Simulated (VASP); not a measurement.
# BAu (Fm-3m) in VASP: further runs

Runs on BAu. Level: PBE. Tasks: single point, relaxation of cell and atoms.

Everything below comes from runs of VASP 6.6.1. Logs are shortened: lines on timing, memory, paths and dates and some standing lists are left out, and cuts for length are marked.

### 1 The cell of the first run

The structure is cubic, space group Fm-3m (No. 225). Conventional cell: a = 4.700 Å, b = 4.700 Å, c = 4.700 Å, α = 90.00°, β = 90.00°, γ = 90.00°. B (site symmetry m-3m) has 6 Au at 2.35 Å within 3.1 Å. Au (site symmetry m-3m) has 6 B at 2.35 Å within 3.1 Å.

### 2 Single point, PBE

Input file INCAR:

```
SYSTEM = BAu
PREC     = Accurate       ! precision mode
ENCUT    = 520            ! plane-wave cutoff, eV
EDIFF    = 1E-6           ! SCF threshold, eV
ISMEAR   = 0              ! smearing method
SIGMA    = 0.1            ! smearing width, eV
LREAL    = .FALSE.        ! projectors in reciprocal space
LASPH    = .TRUE.         ! aspherical terms in the spheres
NELM     = 100            ! most SCF steps
ALGO     = Normal         ! electronic algorithm
ISIF     = 2              ! what is computed and relaxed
LWAVE    = .FALSE.        ! write WAVECAR
LCHARG   = .FALSE.        ! write CHGCAR
GGA      = PE             ! functional
NBANDS   = 14             ! bands
```

Input file KPOINTS:

```
regular mesh
0
G
  20 20 20
  0 0 0
```

Input file POSCAR:

```
BAu
1.0
    0.0000000000      2.3501903654      2.3501903654
    2.3501903654      0.0000000000      2.3501903654
    2.3501903654      2.3501903654      0.0000000000
B Au
1 1
Direct
    0.0000000000      0.0000000000      0.0000000000
    0.5000000000      0.5000000000      0.5000000000
```

Potentials or basis: VASP PAW PBE potentials, release 64 (B, Au).

Command:

```sh
> cat potpaw_PBE.64/B/POTCAR potpaw_PBE.64/Au/POTCAR > POTCAR
> mpirun -np 1 vasp_std > vasp.out
```

OUTCAR:

```text
SYSTEM = BAu
   PREC = Accurate
   ENCUT = 520
   EDIFF = 1E-6
   ISMEAR = 0
   LREAL = .FALSE.
   LASPH = .TRUE.
   NELM = 100
   ISIF = 2
   GGA = PE

 ion  position               nearest neighbor table
   1  0.000  0.000  0.000-   2 2.35   2 2.35   2 2.35   2 2.35   2 2.35   2 2.35
   2  0.500  0.500  0.500-   1 2.35   1 2.35   1 2.35   1 2.35   1 2.35   1 2.35

  LATTYP: Found a face centered cubic cell.
 ALAT       =     4.7003807308

  Lattice vectors:

 A1 = (   0.0000000000,   2.3501903654,   2.3501903654)
 A2 = (   2.3501903654,   0.0000000000,   2.3501903654)
 A3 = (   2.3501903654,   2.3501903654,   0.0000000000)

Analysis of symmetry for initial positions (statically):
=====================================================================
 Subroutine PRICEL returns:
 Original cell was already a primitive cell.

 Routine SETGRP: Setting up the symmetry group for a
 face centered cubic supercell.

 Subroutine GETGRP returns: Found 48 space group operations
 (whereof 48 operations were pure point group operations)
 out of a pool of 48 trial point group operations.

The static configuration has the point symmetry O_h .

Analysis of symmetry for dynamics (positions and initial velocities):
=====================================================================
 Subroutine PRICEL returns:
 Original cell was already a primitive cell.

 Routine SETGRP: Setting up the symmetry group for a
 face centered cubic supercell.

 Subroutine GETGRP returns: Found 48 space group operations
 (whereof 48 operations were pure point group operations)
 out of a pool of 48 trial point group operations.

The dynamic configuration has the point symmetry O_h .

 Subroutine INISYM returns: Found 48 space group operations
 (whereof 48 operations are pure point group operations),
 and found     1 'primitive' translations

----------------------------------------------------------------------------------------

                                     Primitive cell

  volume of cell :      25.9621

  direct lattice vectors                    reciprocal lattice vectors
     0.000000000  2.350190365  2.350190365    -0.212748723  0.212748723  0.212748723
     2.350190365  0.000000000  2.350190365     0.212748723 -0.212748723  0.212748723
     2.350190365  2.350190365  0.000000000     0.212748723  0.212748723 -0.212748723

  length of vectors
     3.323671089  3.323671089  3.323671089     0.368491598  0.368491598  0.368491598

  position of ions in fractional coordinates (direct lattice)
     0.000000000  0.000000000  0.000000000
     0.500000000  0.500000000  0.500000000

  ion indices of the primitive-cell ions
   primitive index   ion index
                 1           1
                 2           2

[... 88 lines left out ...]
   IALGO  =     38    algorithm
   IMIX   =      4    mixing-type and parameters
     AMIX     =   0.40;   BMIX     =  1.00
     AMIX_MAG =   1.60;   BMIX_MAG =  1.00
  volume/ion in A,a.u.               =      12.98        87.60
  Fermi-wavevector in a.u.,A,eV,Ry     =   1.332512  2.518083 24.158345  1.775588
  Thomas-Fermi vector in A             =   2.461441
   LORBIT       =      0    0 simple, 1 ext, 2 COOP (PROOUT), +10 PAW based schemes
   GGA     = PE    functional components
   LHFCALC =     F    Hartree Fock is set to
   AEXX    =    0.0000 exact exchange contribution
   IVDW    =     0    specifies the selected vdW correction
   LEPSILON=     F    determine dielectric tensor
   LRPA    =     F    only Hartree local field effects (RPA)
 non-spin polarized calculation
 Gauss-broadening in eV      SIGMA  =   0.10
  energy-cutoff  :      520.00
  volume of cell :       25.96
 maximum number of plane-waves:       725
 NGX is ok and might be reduce to    28
   NGX = 13   NGY = 13   NGZ = 13

 number of electron      13.9999999 magnetization

 Free energy of the ion-electron system (eV)
  ---------------------------------------------------
  ext. energy  EPLUGINS =         0.00000000
  ---------------------------------------------------
  free energy    TOTEN  =        -7.92187439 eV

  energy without entropy =       -7.91608191  energy(sigma->0) =       -7.91897815

 E-fermi :   8.4671     XC(G=0): -12.1788

 val. band max:        8.4577682450   @ k =   0.4000   0.3500   0.0000
 cond. band min:       8.4793107068   @ k =  -0.2500   0.3000   0.0500
 fundamental gap:      0.0215424618
 Fermi energy:         8.4670998820

 k-point     1 :       0.0000    0.0000    0.0000
  band No.  band energies     occupation
      1      -3.6417      2.00000
      2       2.9808      2.00000
      3       2.9808      2.00000
      4       2.9808      2.00000
      5       3.3303      2.00000
      6       3.3303      2.00000
      7      10.3914      0.00000
      8      10.3914      0.00000
      9      10.3914      0.00000
     10      17.5721      0.00000
     11      20.1204      0.00000
     12      25.1212      0.00000
     13      25.1212      0.00000
     14      25.1212      0.00000
[... 377 lines left out ...]
      1      -1.0102      2.00000
      2       1.7494      2.00000
      3       1.9916      2.00000
      4       2.1723      2.00000
      5       3.9392      2.00000
      6       4.1053      2.00000
      7       6.7679      2.00000
      8      12.7255      0.00000
      9      13.7001      0.00000
     10      16.1229      0.00000
     11      19.0876      0.00000
     12      19.0879      0.00000
     13      20.7187      0.00000
     14      24.9659      0.00000

 [... further k-points ...]

------------------------ aborting loop because EDIFF is reached ----------------------------------------

  FORCE on cell =-STRESS in cart. coord.  units (eV):
  Direction    XX          YY          ZZ          XY          YZ          ZX
  --------------------------------------------------------------------------------------
  -------------------------------------------------------------------------------------
  Total       -0.0321844     -0.0321844     -0.0321844      0.0000000      0.0000000     -0.0000000
  in kB       -1.9861711     -1.9861711     -1.9861711      0.0000000      0.0000000     -0.0000000
  external PRESSURE =      -1.9861711 kB  Pullay stress =       0.0000000 kB

 VOLUME and BASIS-vectors are now :
 -----------------------------------------------------------------------------
  energy-cutoff  :      520.00
  volume of cell :       25.96
      direct lattice vectors                 reciprocal lattice vectors
     0.000000000  2.350190365  2.350190365    -0.212748723  0.212748723  0.212748723
     2.350190365  0.000000000  2.350190365     0.212748723 -0.212748723  0.212748723
     2.350190365  2.350190365  0.000000000     0.212748723  0.212748723 -0.212748723

 POSITION                                       TOTAL-FORCE (eV/Angst)
 -----------------------------------------------------------------------------------
      0.00000      0.00000      0.00000        -0.000000      0.000000      0.000000
      2.35019      2.35019      2.35019         0.000000     -0.000000     -0.000000
 -----------------------------------------------------------------------------------
    total drift:                                0.000000      0.000000      0.000000

  FREE ENERGIE OF THE ION-ELECTRON SYSTEM (eV)
  ---------------------------------------------------
  free  energy   TOTEN  =        -7.9218743885 eV

  energy  without entropy=       -7.9160819149  energy(sigma->0) =       -7.91897815
```

OSZICAR:

```text
N       E                     dE             d eps       ncg     rms          rms(c)
DAV:   1     0.558147211433E+02    0.55815E+02   -0.72625E+03  7192   0.964E+02
DAV:   2    -0.834162595353E+01   -0.64156E+02   -0.59344E+02  9030   0.193E+02
DAV:   3    -0.950150858823E+01   -0.11599E+01   -0.11504E+01  8170   0.245E+01
DAV:   4    -0.950524900678E+01   -0.37404E-02   -0.37402E-02  8536   0.159E+00
DAV:   5    -0.950527791624E+01   -0.28909E-04   -0.28910E-04  8500   0.146E-01    0.124E+01
DAV:   6    -0.802874457996E+01    0.14765E+01   -0.75464E+00  7240   0.240E+01    0.843E+00
DAV:   7    -0.793653830298E+01    0.92206E-01   -0.39456E-01  7360   0.580E+00    0.425E+00
DAV:   8    -0.792326252218E+01    0.13276E-01   -0.13207E-02  7738   0.957E-01    0.676E-01
DAV:   9    -0.792190028423E+01    0.13622E-02   -0.28696E-03  8104   0.496E-01    0.123E-01
DAV:  10    -0.792187499827E+01    0.25286E-04   -0.24094E-04  8062   0.110E-01    0.392E-02
DAV:  11    -0.792187438853E+01    0.60973E-06   -0.65631E-06  8296   0.218E-02
   1 F= -.79218744E+01 E0= -.79189782E+01  d E =-.579247E-02
```

It took 47 s on 1 thread of AMD EPYC 9R45 (Zen 5), shared host; peak memory 0.21 GiB.

What came out:

```yaml
Free_energy: -7.9219 eV
Pressure: -0.2 GPa
Band_gap_on_the_k_mesh: zero (band 7 reaches 10.39 eV, above the bottom of band 8 at 7.06 eV)
```

Caveat: spin-orbit coupling is left out, which moves the levels of the heavy elements.

### 3 Relaxation of cell and atoms, PBE

This run uses another cell than the first one, of 13.06 Å³/atom, 1.006 times its volume.

Input file INCAR:

```
SYSTEM = BAu
PREC = Accurate ; ENCUT = 600
EDIFF = 1E-7 ; ISMEAR = 0
SIGMA = 0.1 ; LREAL = .FALSE.
LASPH = .TRUE. ; NELM = 100
ALGO = Normal ; ISIF = 3
LWAVE = .FALSE. ; LCHARG = .FALSE.
GGA = PE ; IBRION = 2
NSW = 100 ; EDIFFG = -0.01
```

Input file KPOINTS:

```
Automatic mesh
0
G
  20 20 20
  0 0 0
```

Input file POSCAR:

```
BAu
1.0
    0.0000000000      2.3550135132      2.3550135132
    2.3550135132      0.0000000000      2.3550135132
    2.3550135132      2.3550135132      0.0000000000
B Au
1 1
Direct
    0.0000000000      0.0000000000      0.0000000000
    0.5000000000      0.5000000000      0.5000000000
```

Potentials or basis: VASP PAW PBE potentials, release 64 (B, Au).

Command:

```sh
> cat potpaw_PBE.64/B/POTCAR potpaw_PBE.64/Au/POTCAR > POTCAR
> mpirun -np 1 vasp_std > vasp.out
```

OUTCAR:

```text
SYSTEM = BAu
   PREC = Accurate
   ENCUT = 600
   EDIFF = 1E-7
   ISMEAR = 0
   LREAL = .FALSE.
   LASPH = .TRUE.
   NELM = 100
   ISIF = 3
   GGA = PE
   IBRION = 2
   NSW = 100
   EDIFFG = -0.01

 ion  position               nearest neighbor table
   1  0.000  0.000  0.000-   2 2.36   2 2.36   2 2.36   2 2.36   2 2.36   2 2.36
   2  0.500  0.500  0.500-   1 2.36   1 2.36   1 2.36   1 2.36   1 2.36   1 2.36

  LATTYP: Found a face centered cubic cell.
 ALAT       =     4.7100270264

  Lattice vectors:

 A1 = (   0.0000000000,   2.3550135132,   2.3550135132)
 A2 = (   2.3550135132,   0.0000000000,   2.3550135132)
 A3 = (   2.3550135132,   2.3550135132,   0.0000000000)

Analysis of symmetry for initial positions (statically):
=====================================================================
 Subroutine PRICEL returns:
 Original cell was already a primitive cell.

 Routine SETGRP: Setting up the symmetry group for a
 face centered cubic supercell.

 Subroutine GETGRP returns: Found 48 space group operations
 (whereof 48 operations were pure point group operations)
 out of a pool of 48 trial point group operations.

The static configuration has the point symmetry O_h .

Analysis of symmetry for dynamics (positions and initial velocities):
=====================================================================
 Subroutine PRICEL returns:
 Original cell was already a primitive cell.

 Routine SETGRP: Setting up the symmetry group for a
 face centered cubic supercell.

 Subroutine GETGRP returns: Found 48 space group operations
 (whereof 48 operations were pure point group operations)
 out of a pool of 48 trial point group operations.

The dynamic configuration has the point symmetry O_h .

 Subroutine INISYM returns: Found 48 space group operations
 (whereof 48 operations are pure point group operations),
 and found     1 'primitive' translations

[... 134 lines left out ...]

 number of electron      13.9999999 magnetization

 Free energy of the ion-electron system (eV)
  ---------------------------------------------------
  ext. energy  EPLUGINS =         0.00000000
  ---------------------------------------------------
  free energy    TOTEN  =        -7.92187578 eV

  energy without entropy =       -7.91599657  energy(sigma->0) =       -7.91893618

------------------------ aborting loop because EDIFF is reached ----------------------------------------

  FORCE on cell =-STRESS in cart. coord.  units (eV):
  Direction    XX          YY          ZZ          XY          YZ          ZX
  --------------------------------------------------------------------------------------
  -------------------------------------------------------------------------------------
  Total       -0.1793479     -0.1793479     -0.1793479     -0.0000000      0.0000000     -0.0000000
  in kB      -11.0001037    -11.0001037    -11.0001037     -0.0000000      0.0000000     -0.0000000
  external PRESSURE =     -11.0001037 kB  Pullay stress =       0.0000000 kB
[... 59 lines left out ...]
--------------------------------------- Ionic step        3  -------------------------------------------

 number of electron      13.9999999 magnetization

 Free energy of the ion-electron system (eV)
  ---------------------------------------------------
  ext. energy  EPLUGINS =         0.00000000
  ---------------------------------------------------
  free energy    TOTEN  =        -7.92254425 eV

  energy without entropy =       -7.91677554  energy(sigma->0) =       -7.91965990

 E-fermi :   8.4848     XC(G=0): -12.1853

 val. band max:        8.4758048298   @ k =  -0.2000   0.2000   0.0500
 cond. band min:       8.4963019120   @ k =  -0.2500   0.3000   0.0500
 fundamental gap:      0.0204970822
 Fermi energy:         8.4847821903

 k-point     1 :       0.0000    0.0000    0.0000
  band No.  band energies     occupation
      1      -3.6365      2.00000
      2       2.9920      2.00000
      3       2.9920      2.00000
      4       2.9920      2.00000
      5       3.3426      2.00000
      6       3.3426      2.00000
      7      10.4069      0.00000
      8      10.4069      0.00000
      9      10.4069      0.00000
     10      17.6058      0.00000
     11      20.1375      0.00000
[... 309 lines left out ...]
 k-point    24 :      -0.3500    0.0500    0.0000
  band No.  band energies     occupation
      1      -1.0028      2.00000
      2       1.7588      2.00000
      3       2.0009      2.00000
      4       2.1820      2.00000
      5       3.9528      2.00000
      6       4.1193      2.00000
      7       6.7855      2.00000
      8      12.7468      0.00000
      9      13.7226      0.00000
     10      16.1431      0.00000
     11      19.1127      0.00000

 [... further k-points ...]

------------------------ aborting loop because EDIFF is reached ----------------------------------------

  FORCE on cell =-STRESS in cart. coord.  units (eV):
  Direction    XX          YY          ZZ          XY          YZ          ZX
  --------------------------------------------------------------------------------------
  -------------------------------------------------------------------------------------
  Total        0.0008892      0.0008892      0.0008892     -0.0000000     -0.0000000      0.0000000
  in kB        0.0549404      0.0549404      0.0549404     -0.0000000     -0.0000000      0.0000000
  external PRESSURE =       0.0549404 kB  Pullay stress =       0.0000000 kB
[... 17 lines left out ...]
  FREE ENERGIE OF THE ION-ELECTRON SYSTEM (eV)
  ---------------------------------------------------
  free  energy   TOTEN  =        -7.9225442508 eV

  energy  without entropy=       -7.9167755440  energy(sigma->0) =       -7.91965990

 reached required accuracy - stopping structural energy minimisation
```

CONTCAR:

```text
BAu
   1.00000000000000
    -0.0000000000000000    2.3492079311847371    2.3492079311847371
     2.3492079311847371    0.0000000000000000    2.3492079311847371
     2.3492079311847371    2.3492079311847371   -0.0000000000000000
  B               Au
     1     1
Direct
     0.0000000000000000    0.0000000000000000    0.0000000000000000
     0.5000000000000000    0.5000000000000000    0.5000000000000000

  0.00000000E+00  0.00000000E+00  0.00000000E+00
  0.00000000E+00  0.00000000E+00  0.00000000E+00
```

Wall time 1.8 min (1 thread of AMD EPYC 9R45 (Zen 5), shared host); peak memory 0.22 GiB.

Results:

```yaml
Free_energy: -7.9225 eV
Relaxed_volume: 12.96 Å³/atom
Relaxed_cell: a = 3.322 Å, b = 3.322 Å, c = 3.322 Å, α = 60.00°, β = 60.00°, γ = 60.00°
Space_group_after_relaxing_to_0.05_Å: Fm-3m (No. 225)
Energy_gained_by_relaxing: 0.3 meV/atom
Ionic_steps: 3
Pressure_after_relaxing: 0.0 GPa
Band_gap_on_the_k_mesh: zero (band 7 reaches 10.41 eV, above the bottom of band 8 at 7.07 eV)
```

Step by step:
| step | energy change (eV) | largest force (eV/Å) | pressure (GPa) | volume (Å³) |
| --- | --- | --- | --- | --- |
| 1 | 0.0000 | 0.0000 | -1.10 | 26.12 |
| 2 | -0.0003 | 0.0000 | 0.87 | 25.78 |
| 3 | -0.0007 | 0.0000 | 0.01 | 25.93 |

Final structure:
```cif
data_structure
_symmetry_space_group_name_H-M 'P 1'
_symmetry_Int_Tables_number 1
_cell_length_a 3.3223
_cell_length_b 3.3223
_cell_length_c 3.3223
_cell_angle_alpha 60.000
_cell_angle_beta 60.000
_cell_angle_gamma 60.000
_cell_volume 25.93
loop_
_atom_site_label
_atom_site_type_symbol
_atom_site_fract_x
_atom_site_fract_y
_atom_site_fract_z
_atom_site_occupancy
B1 B 0.00000 0.00000 0.00000 1
Au1 Au 0.50000 0.50000 0.50000 1
```

Caveat: spin-orbit coupling is left out, which moves the levels of the heavy elements.

### 4 Single point, PBE

This run uses another cell than the first one, of 13.98 Å³/atom, 1.077 times its volume.

Input file INCAR:

```
  PREC = Accurate
  ENCUT = 520
  EDIFF = 1E-6
  ISMEAR = 0
  SIGMA = 0.1
  LREAL = F
  LASPH = T
  NELM = 100
  ALGO = Normal
  ISIF = 2
  LWAVE = F
  LCHARG = F
  GGA = PE
  NBANDS = 14
```

Input file KPOINTS:

```
Automatic mesh
0
Gamma
  6 6 6
```

Input file POSCAR:

```
BAu
1.0
    0.0000000000      2.4087471100      2.4087471100
    2.4087471100      0.0000000000      2.4087471100
    2.4087471100      2.4087471100      0.0000000000
B Au
1 1
Direct
    0.0000000000      0.0000000000      0.0000000000
    0.5000000000      0.5000000000      0.5000000000
```

Command:

```sh
> cat potpaw_PBE.64/B/POTCAR potpaw_PBE.64/Au/POTCAR > POTCAR
> mpirun -np 1 vasp_std > vasp.out
```

Run time: 4.9 s. Hardware: 1 thread of AMD EPYC 9R45 (Zen 5), shared host; peak memory 0.13 GiB.

The run converged. Its results:

- Free energy: -7.8804 eV
- Pressure: -8.7 GPa
- Band gap on the k mesh: zero (band 7 reaches 9.39 eV, above the bottom of band 8 at 6.68 eV)

Levels at points of the mesh, in eV from the Fermi level:
| k point | band 3 | band 4 | band 5 | band 6 | band 7 | band 8 | band 9 | band 10 | band 11 | band 12 |
| --- | --- | --- | --- | --- | --- | --- | --- | --- | --- | --- |
| (0.00, 0.00, 0.00) | -4.88 | -4.88 | -4.59 | -4.59 | 2.15 | 2.15 | 2.15 | 8.35 | 11.92 | 16.19 |
| (0.50, 0.00, 0.00) | -5.93 | -5.93 | -3.80 | -3.80 | -2.30 | 5.40 | 5.40 | 6.91 | 9.60 | 9.60 |
| (0.50, 0.50, 0.00) | -4.07 | -3.77 | -3.49 | -3.49 | -0.66 | -0.16 | -0.16 | 3.91 | 11.33 | 13.42 |

Caveat: the k points lie up to 0.38 Å⁻¹ apart; spin-orbit coupling is left out, which moves the levels of the heavy elements.

### 5 Overview

```tsv
task	cell	k mesh	cutoff (eV)	gap on the mesh (eV)	pressure (GPa)
single point	a = 3.324 Å, angles 60.0°, 2 atoms	20 × 20 × 20	520	none	-0.2
relaxation of cell and atoms	relaxed from a = 3.330 Å, angles 60.0°, 2 atoms	20 × 20 × 20	600	none	0.0
single point	a = 3.406 Å, angles 60.0°, 2 atoms	6 × 6 × 6	520	none	-8.7
```

Alike in all rows: level PBE; potentials or basis VASP PAW PBE potentials, release 64 (B, Au); no spin polarisation; smearing gaussian 0.1 eV.

Caveats: some runs use coarse meshes; spin-orbit coupling is left out, which moves the levels of the heavy elements.

Absolute energies hang on the potentials; compare differences alone.
